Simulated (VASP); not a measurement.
# SrSiH6 (P4/mmm) in VASP: a series of runs

The runs below take SrSiH6 through single point, relaxation of cell and atoms, with PBEsol, r2SCAN+rVV10.

Everything below comes from runs of VASP 6.6.1. Logs are shortened: lines on timing, memory, paths and dates and some standing lists are left out, and cuts for length are marked.

## Step 1: The cell of the first run

It takes space group P4/mmm (No. 123, tetragonal). The conventional cell has a = 3.328 Å, b = 3.328 Å, c = 5.571 Å, α = 90.00°, β = 90.00°, γ = 90.00°. Sr (site symmetry 4/mmm) has 14 H at 2.35 to 2.79 Å within 3.1 Å. H (site symmetry 4/mmm) has 8 H at 1.92 Å and 4 Si at 2.35 Å within 2.5 Å. H (site symmetry 4/mmm) has 4 Sr at 2.35 Å and 8 H at 2.47 Å and 2 Si at 2.79 Å within 3.1 Å. Within 2.5 Å of H (site symmetry 2mm) lie 9 H at 1.92 to 2.47 Å and 2 Si at 1.92 Å and 2 Sr at 2.47 Å. Si (site symmetry 4/mmm) has 12 H at 1.92 to 2.35 Å within 2.5 Å.

## Step 2: Single point, PBEsol

Input file INCAR:

```
SYSTEM = SrSiH6
PREC = Accurate ; ENCUT = 520
EDIFF = 1E-6 ; ISMEAR = -1
SIGMA = 0.03 ; LREAL = .False.
LASPH = .True. ; NELM = 100
ALGO = Normal ; ISIF = 2
LWAVE = .False. ; LCHARG = .False.
GGA = PS ; NBANDS = 20
```

Input file KPOINTS:

```
regular mesh
0
Gamma
  6 6 4
  0 0 0
```

Input file POSCAR:

```
SrSiH6
1.0
    3.3284268310      0.0000000000      0.0000000000
    0.0000000000      3.3284268310      0.0000000000
    0.0000000000      0.0000000000      5.5710609855
Sr H Si
1 6 1
Direct
    0.5000000000      0.5000000000      0.5000000000
    0.5000000000      0.5000000000      0.0000000000
    0.0000000000      0.0000000000      0.5000000000
    0.0000000000      0.5000000000      0.1728475769
    0.5000000000      0.0000000000      0.8271524231
    0.5000000000      0.0000000000      0.1728475769
    0.0000000000      0.5000000000      0.8271524231
    0.0000000000      0.0000000000      0.0000000000
```

Potentials or basis: VASP PAW PBE potentials, release 64 (Sr_sv, H, Si).

Launch:

```console
cat potpaw_PBE.64/Sr_sv/POTCAR potpaw_PBE.64/H/POTCAR potpaw_PBE.64/Si/POTCAR > POTCAR
mpirun -np 1 vasp_std > vasp.out
```

OUTCAR:

```text
SYSTEM = SrSiH6
   PREC = Accurate
   ENCUT = 520
   EDIFF = 1E-6
   ISMEAR = -1
   LREAL = .False.
   LASPH = .True.
   NELM = 100
   ISIF = 2
   GGA = PS

 ion  position               nearest neighbor table
   1  0.500  0.500  0.500-   3 2.35   3 2.35   3 2.35   3 2.35   7 2.47   4 2.47   5 2.47   6 2.47
                             5 2.47   4 2.47   7 2.47   6 2.47   2 2.79   2 2.79   8 3.65   8 3.65
   2  0.500  0.500  0.000-   1 2.79   1 2.79
   3  0.000  0.000  0.500-   1 2.35   1 2.35   1 2.35   1 2.35
   4  0.000  0.500  0.173-   8 1.92   8 1.92   1 2.47   1 2.47
   5  0.500  0.000  0.827-   8 1.92   8 1.92   1 2.47   1 2.47
   6  0.500  0.000  0.173-   8 1.92   8 1.92   1 2.47   1 2.47
   7  0.000  0.500  0.827-   8 1.92   8 1.92   1 2.47   1 2.47
   8  0.000  0.000  0.000-   4 1.92   5 1.92   6 1.92   7 1.92   4 1.92   7 1.92   5 1.92   6 1.92
                             1 3.65   1 3.65   1 3.65   1 3.65   1 3.65   1 3.65   1 3.65   1 3.65

  LATTYP: Found a simple tetragonal cell.
 ALAT       =     3.3284268310
 C/A-ratio  =     1.6737820203

  Lattice vectors:

 A1 = (   3.3284268310,   0.0000000000,   0.0000000000)
 A2 = (   0.0000000000,   3.3284268310,   0.0000000000)
 A3 = (   0.0000000000,   0.0000000000,   5.5710609855)

Analysis of symmetry for initial positions (statically):
=====================================================================
 Subroutine PRICEL returns:
 Original cell was already a primitive cell.

 Routine SETGRP: Setting up the symmetry group for a
 simple tetragonal supercell.

 Subroutine GETGRP returns: Found 16 space group operations
 (whereof 16 operations were pure point group operations)
 out of a pool of 16 trial point group operations.

The static configuration has the point symmetry D_4h.

Analysis of symmetry for dynamics (positions and initial velocities):
=====================================================================
 Subroutine PRICEL returns:
 Original cell was already a primitive cell.

 Routine SETGRP: Setting up the symmetry group for a
 simple tetragonal supercell.

 Subroutine GETGRP returns: Found 16 space group operations
 (whereof 16 operations were pure point group operations)
 out of a pool of 16 trial point group operations.

The dynamic configuration has the point symmetry D_4h.

 Subroutine INISYM returns: Found 16 space group operations
 (whereof 16 operations are pure point group operations),
 and found     1 'primitive' translations

----------------------------------------------------------------------------------------

                                     Primitive cell

  volume of cell :      61.7186

  direct lattice vectors                    reciprocal lattice vectors
     3.328426831  0.000000000  0.000000000     0.300442236  0.000000000  0.000000000
     0.000000000  3.328426831  0.000000000     0.000000000  0.300442236  0.000000000
     0.000000000  0.000000000  5.571060985     0.000000000  0.000000000  0.179499022

  length of vectors
     3.328426831  3.328426831  5.571060985     0.300442236  0.300442236  0.179499022

  position of ions in fractional coordinates (direct lattice)
     0.500000000  0.500000000  0.500000000
     0.500000000  0.500000000  0.000000000
     0.000000000  0.000000000  0.500000000
     0.000000000  0.500000000  0.172847577
     0.500000000  0.000000000  0.827152423
     0.500000000  0.000000000  0.172847577
     0.000000000  0.500000000  0.827152423
     0.000000000  0.000000000  0.000000000

  ion indices of the primitive-cell ions
   primitive index   ion index
                 1           1
                 2           2
                 3           3
                 4           4
                 5           5
                 6           6
                 7           7
                 8           8

----------------------------------------------------------------------------------------

 KPOINTS: regular mesh

Automatic generation of k-mesh.
 Grid dimensions read from file:
 generate k-points for:    6    6    4

 Generating k-lattice:

  Cartesian coordinates                     Fractional coordinates (reciprocal lattice)
     0.050073706  0.000000000  0.000000000     0.166666667  0.000000000  0.000000000
     0.000000000  0.050073706  0.000000000     0.000000000  0.166666667  0.000000000
     0.000000000  0.000000000  0.044874756     0.000000000  0.000000000  0.250000000

  Length of vectors
     0.050073706  0.050073706  0.044874756

  Shift w.r.t. Gamma in fractional coordinates (k-lattice)
     0.000000000  0.000000000  0.000000000

 Subroutine IBZKPT returns following result:
 ===========================================

 Found     30 irreducible k-points:

 Following reciprocal coordinates:
            Coordinates               Weight
  0.000000  0.000000  0.000000      1.000000
  0.166667  0.000000  0.000000      4.000000
  0.333333  0.000000  0.000000      4.000000
  0.500000  0.000000  0.000000      2.000000
  0.166667  0.166667  0.000000      4.000000
  0.333333  0.166667  0.000000      8.000000
[... 16 lines left out ...]
  0.333333  0.000000  0.500000      4.000000
  0.500000  0.000000  0.500000      2.000000
 [... further k-points ...]
   k-points           NKPTS =     30   k-points in BZ     NKDIM =     30   number of bands    NBANDS=     20
   number of dos      NEDOS =    301   number of ions     NIONS =      8
   total plane-waves  NPLWV =  32928
   dimension x,y,z NGX =    28 NGY =   28 NGZ =   42
   dimension x,y,z NGXF=    56 NGYF=   56 NGZF=   84
   ions per type =               1   6   1
   NGX,Y,Z   is equivalent  to a cutoff of  13.99, 13.99, 12.53 a.u.
   NGXF,Y,Z  is equivalent  to a cutoff of  27.97, 27.97, 25.07 a.u.
 SYSTEM =  SrSiH6
   PREC   = accura    normal or accurate (medium, high low for compatibility)
   ISTART =      0    job   : 0-new  1-cont  2-samecut
   ICHARG =      2    charge: 1-file 2-atom 10-const
   ISPIN  =      1    spin polarized calculation?
   LNONCOLLINEAR =      F non collinear calculations
   LSORBIT =      F    spin-orbit coupling
   LASPH  =      T    aspherical Exc in radial PAW
   ENCUT  =  520.0 eV  38.22 Ry    6.18 a.u.   6.19  6.19 10.36*2*pi/ulx,y,z
   NELM   =    100;   NELMIN=  2; NELMDL= -5     # of ELM steps
   EDIFF  = 0.1E-05   stopping-criterion for ELM
   LREAL  =      F    real-space projection
[... 7 lines left out ...]
   TEBEG  =    0.0;   TEEND  =   0.0 temperature during run
   PSTRESS=    0.0 pullay stress
   NELECT =      20.0000    total number of electrons
   NUPDOWN=      -1.0000    fix difference up-down
   EMIN   =  10.00;   EMAX   =-10.00  energy-range for DOS
   EFERMI =   0.00;   METHOD = LEGACY
   ISMEAR =    -1;   SIGMA  =   0.03  broadening in eV -4-tet -1-fermi 0-gaus
   EFERMI_NEDOS =   21; number of points for ismear=-14 and -15
   IALGO  =     38    algorithm
   IMIX   =      4    mixing-type and parameters
     AMIX     =   0.40;   BMIX     =  1.00
     AMIX_MAG =   1.60;   BMIX_MAG =  1.00
  volume/ion in A,a.u.               =       7.71        52.06
  Fermi-wavevector in a.u.,A,eV,Ry     =   1.124466  2.124932 17.203518  1.264423
  Thomas-Fermi vector in A             =   2.261138
   LORBIT       =      0    0 simple, 1 ext, 2 COOP (PROOUT), +10 PAW based schemes
   GGA     = PS    functional components
   LHFCALC =     F    Hartree Fock is set to
   AEXX    =    0.0000 exact exchange contribution
   IVDW    =     0    specifies the selected vdW correction
   LEPSILON=     F    determine dielectric tensor
   LRPA    =     F    only Hartree local field effects (RPA)
 non-spin polarized calculation
  energy-cutoff  :      520.00
  volume of cell :       61.72
 maximum number of plane-waves:      1712
 NGX is ok and might be reduce to    28
   NGX = 13   NGY = 13   NGZ = 21

 number of electron      19.9999999 magnetization

 Free energy of the ion-electron system (eV)
  ---------------------------------------------------
  ext. energy  EPLUGINS =         0.00000000
  ---------------------------------------------------
  free energy    TOTEN  =       -25.25759579 eV

  energy without entropy =      -25.25457221  energy(sigma->0) =      -25.25608400

 E-fermi :   3.6981     XC(G=0): -10.4578

 val. band max:        3.6192360540   @ k =   0.1667   0.0000   0.2500
 cond. band min:       3.6984303083   @ k =   0.1667   0.0000   0.5000
 fundamental gap:      0.0791942543
 Fermi energy:         3.6981476254

 k-point     1 :       0.0000    0.0000    0.0000
  band No.  band energies     occupation
      1     -30.1927      2.00000
      2     -12.5300      2.00000
      3     -11.8236      2.00000
      4     -11.8236      2.00000
      5      -8.4198      2.00000
      6      -1.8109      2.00000
[... 12 lines left out ...]
     19      12.8745      0.00000
     20      14.5349      0.00000

 k-point     2 :       0.1667    0.0000    0.0000
  band No.  band energies     occupation
      1     -30.1642      2.00000
      2     -12.4741      2.00000
      3     -12.1755      2.00000
      4     -11.7954      2.00000
      5      -8.0278      2.00000
      6      -1.6424      2.00000
[... 12 lines left out ...]
     19      12.0326      0.00000
     20      14.2593      0.00000
[... 465 lines left out ...]
      3     -12.4312      2.00000
      4     -11.7377      2.00000
      5      -6.6908      2.00000
      6      -2.7264      2.00000
[... 12 lines left out ...]
     19      12.1254      0.00000
     20      14.0310      0.00000

 k-point    24 :       0.5000    0.0000    0.5000
  band No.  band energies     occupation
      1     -30.0766      2.00000
      2     -13.0568      2.00000
      3     -12.3482      2.00000
      4     -11.7088      2.00000
      5      -5.6850      2.00000
      6      -4.3913      2.00000
[... 12 lines left out ...]
     19      12.5686      0.00000
     20      14.0539      0.00000

 [... further k-points ...]

------------------------ aborting loop because EDIFF is reached ----------------------------------------

  FORCE on cell =-STRESS in cart. coord.  units (eV):
  Direction    XX          YY          ZZ          XY          YZ          ZX
  --------------------------------------------------------------------------------------
  -------------------------------------------------------------------------------------
  Total        0.0897982      0.0897982      0.0464727      0.0000000      0.0000000      0.0000000
  in kB        2.3311065      2.3311065      1.2064029      0.0000000      0.0000000      0.0000000
  external PRESSURE =       1.9562053 kB  Pullay stress =       0.0000000 kB

 VOLUME and BASIS-vectors are now :
 -----------------------------------------------------------------------------
  energy-cutoff  :      520.00
  volume of cell :       61.72
      direct lattice vectors                 reciprocal lattice vectors
     3.328426831  0.000000000  0.000000000     0.300442236  0.000000000  0.000000000
     0.000000000  3.328426831  0.000000000     0.000000000  0.300442236  0.000000000
     0.000000000  0.000000000  5.571060985     0.000000000  0.000000000  0.179499022

 POSITION                                       TOTAL-FORCE (eV/Angst)
 -----------------------------------------------------------------------------------
      1.66421      1.66421      2.78553        -0.000000     -0.000000     -0.000000
      1.66421      1.66421      0.00000        -0.000000     -0.000000     -0.000000
      0.00000      0.00000      2.78553        -0.000000     -0.000000     -0.000000
      0.00000      1.66421      0.96294        -0.000000     -0.000000     -0.001675
      1.66421      0.00000      4.60812        -0.000000      0.000000      0.001675
      1.66421      0.00000      0.96294         0.000000      0.000000     -0.001675
      0.00000      1.66421      4.60812        -0.000000      0.000000      0.001675
      0.00000      0.00000      0.00000        -0.000000     -0.000000     -0.000000
 -----------------------------------------------------------------------------------
    total drift:                                0.000000      0.000000      0.000000

  FREE ENERGIE OF THE ION-ELECTRON SYSTEM (eV)
  ---------------------------------------------------
  free  energy   TOTEN  =       -25.2575957949 eV

  energy  without entropy=      -25.2545722064  energy(sigma->0) =      -25.25608400
```

Wall time 60 s (1 thread of Oxide Virtual Turin-like, shared host); peak memory 0.16 GiB.

Results:

| Property | Result |
| --- | --- |
| Free energy | -25.2576 eV |
| Pressure | 0.2 GPa |
| Band gap on the k mesh | zero (bands 10 and 11 overlap by 4.23 eV) |

Levels at points of the mesh, in eV from the Fermi level:
| k point | band 6 | band 7 | band 8 | band 9 | band 10 | band 11 | band 12 | band 13 | band 14 | band 15 |
| --- | --- | --- | --- | --- | --- | --- | --- | --- | --- | --- |
| (0.00, 0.00, 0.00) | -5.51 | -3.99 | -2.51 | 1.16 | 1.57 | 1.84 | 1.84 | 3.35 | 4.09 | 5.83 |
| (0.50, 0.00, 0.00) | -8.54 | -4.58 | -2.05 | -1.13 | 0.51 | 2.81 | 2.96 | 3.56 | 5.98 | 6.07 |
| (0.50, 0.50, 0.00) | -6.40 | -6.03 | -3.87 | -2.70 | -2.65 | -2.65 | 0.31 | 7.05 | 7.05 | 7.65 |
| (0.00, 0.00, 0.50) | -7.15 | -2.25 | -2.14 | 0.01 | 0.64 | 1.57 | 1.57 | 4.23 | 5.49 | 7.28 |
| (0.50, 0.00, 0.50) | -8.09 | -4.19 | -3.30 | 0.07 | 1.58 | 1.76 | 3.02 | 3.25 | 4.10 | 5.15 |
| (0.50, 0.50, 0.50) | -6.73 | -5.54 | -4.11 | -3.46 | -1.62 | -1.62 | 2.37 | 4.00 | 4.29 | 4.29 |

Caveat: the PAW data sets were made with another functional, which shifts forces and pressure a little.

## Step 3: Single point, r2SCAN+rVV10

This run uses another cell than the first one, of 7.88 Å³/atom.

Input file POSCAR:

```
SrSiH6
1.0
    3.3263894611      0.0000000000      0.0000000000
    0.0000000000      3.3263894611      0.0000000000
    0.0000000000      0.0000000000      5.6953917067
Sr H Si
1 6 1
Direct
    0.5000000000      0.5000000000      0.5000000000
    0.5000000000      0.5000000000      0.0000000000
    0.0000000000      0.0000000000      0.5000000000
    0.0000000000      0.5000000000      0.1689825495
    0.5000000000      0.0000000000      0.8310174505
    0.5000000000      0.0000000000      0.1689825495
    0.0000000000      0.5000000000      0.8310174505
    0.0000000000      0.0000000000      0.0000000000
```

Input file INCAR.step1:

```
  ALGO = Normal
  EDIFF = 1E-4
  ENCUT = 520
  GGA = PE
  ISMEAR = -1
  LASPH = T
  LCHARG = F
  LREAL = F
  LWAVE = T
  NBANDS = 20
  NELM = 100
  PREC = Accurate
  SIGMA = 0.03
```

Input file INCAR.step2:

```
  ALGO = Normal
  BPARAM = 11.95
  CPARAM = 0.0093
  EDIFF = 1E-6
  ENCUT = 520
  ISIF = 2
  ISMEAR = -1
  ISTART = 1
  IVDW_NL = 2
  LASPH = T
  LCHARG = F
  LMIXTAU = T
  LREAL = F
  LUSE_VDW = T
  LWAVE = F
  METAGGA = R2SCAN
  NBANDS = 20
  NELM = 100
  PREC = Accurate
  SIGMA = 0.03
```

Input file KPOINTS:

```
k-points
0
Gamma
  8 8 4
```

Potentials or basis: VASP PAW PBE potentials, release 64 (Sr_sv, H, Si).

Launch:

```console
cat potpaw_PBE.64/Sr_sv/POTCAR potpaw_PBE.64/H/POTCAR potpaw_PBE.64/Si/POTCAR > POTCAR
cp INCAR.step1 INCAR
mpirun -np 1 vasp_std > vasp.out
cp INCAR.step2 INCAR
mpirun -np 1 vasp_std > vasp.out
```

It took 5.5 min on 1 thread of Oxide Virtual Turin-like, shared host; peak memory 0.32 GiB.

The run converged. Its results:

* Free energy: -41.2068 eV
* Pressure: 0.2 GPa
* Largest force: 0.006 eV/Å
* Band gap on the k mesh: zero (bands 10 and 11 overlap by 4.38 eV)

Forces on the atoms (eV/Å):
```
Sr   0.000  0.000  0.000
H    0.000  0.000  0.000
H    0.000  0.000  0.000
H    0.000  0.000 -0.006
H    0.000  0.000  0.006
H    0.000  0.000 -0.006
H    0.000  0.000  0.006
Si   0.000  0.000  0.000
```

Levels at points of the mesh, in eV from the Fermi level:
| k point | band 8 | band 9 | band 10 | band 11 | band 12 | band 13 |
| --- | --- | --- | --- | --- | --- | --- |
| (0.00, 0.00, 0.00) | -2.83 | 1.10 | 1.27 | 1.87 | 1.87 | 3.40 |
| (0.50, 0.00, 0.00) | -2.57 | -1.59 | 0.55 | 2.84 | 3.10 | 3.59 |
| (0.50, 0.50, 0.00) | -4.15 | -3.20 | -2.97 | -2.97 | 0.24 | 7.35 |
| (0.00, 0.00, 0.50) | -2.55 | -0.02 | 0.55 | 1.64 | 1.64 | 4.28 |
| (0.50, 0.00, 0.50) | -3.60 | -0.53 | 1.41 | 1.82 | 3.14 | 3.36 |
| (0.50, 0.50, 0.50) | -4.46 | -3.83 | -2.09 | -2.09 | 2.02 | 4.35 |

Caveat: the PAW data sets were made with another functional, which shifts forces and pressure a little.

(Continued in part 2 of 2.)

The gap in the log of VASP goes by the Fermi energy; the results here count the filled bands.